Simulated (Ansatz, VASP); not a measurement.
One calculation of CdHg3Se4, two programs

```xyz
8
Lattice="4.4199 0.0000 0.0000 0.0000 4.4199 0.0000 0.0000 0.0000 12.4648" Properties=species:S:1:pos:R:3 pbc="T T T"
Cd    2.2099    2.2099    6.2324
Hg    0.0000    0.0000    9.3310
Hg    2.2099    2.2099    0.0000
Hg    0.0000    0.0000    3.1338
Se    2.2099    0.0000   10.8978
Se    0.0000    2.2099    1.5670
Se    2.2099    0.0000    4.7036
Se    0.0000    2.2099    7.7612
```

Alike in both runs: task single point; functional PBE; k mesh 4 × 4 × 2; occupations gaussian, width 0.1 eV; no spin polarisation.

|  | VASP | Ansatz |
| --- | --- | --- |
| version | VASP 6.6.1 | Ansatz 0.2.0 |
| potentials or method | VASP PAW PBE potentials, release 64 (Cd, Hg, Se), cutoff 520 eV | scalar-relativistic, plane waves, PAW |
| valence electrons in the cell | 72 | 144 |

|  | VASP | Ansatz | Ansatz less VASP |
| --- | --- | --- | --- |
| gap on the k mesh at the Fermi level (eV) | none | none | - |
| pressure (GPa) | 0.3 | 0.1 | -0.21 |
| traceless stress, the component that is largest in VASP (GPa) | -0.12 | -0.11 | +0.002 |

A gap of «none» marks a metal or a gap that the smearing closes. VASP's potentials hold 72 valence electrons a cell and Ansatz's 144, so a difference there can come from the potentials and not from the codes.

Neither program's run includes spin-orbit coupling.
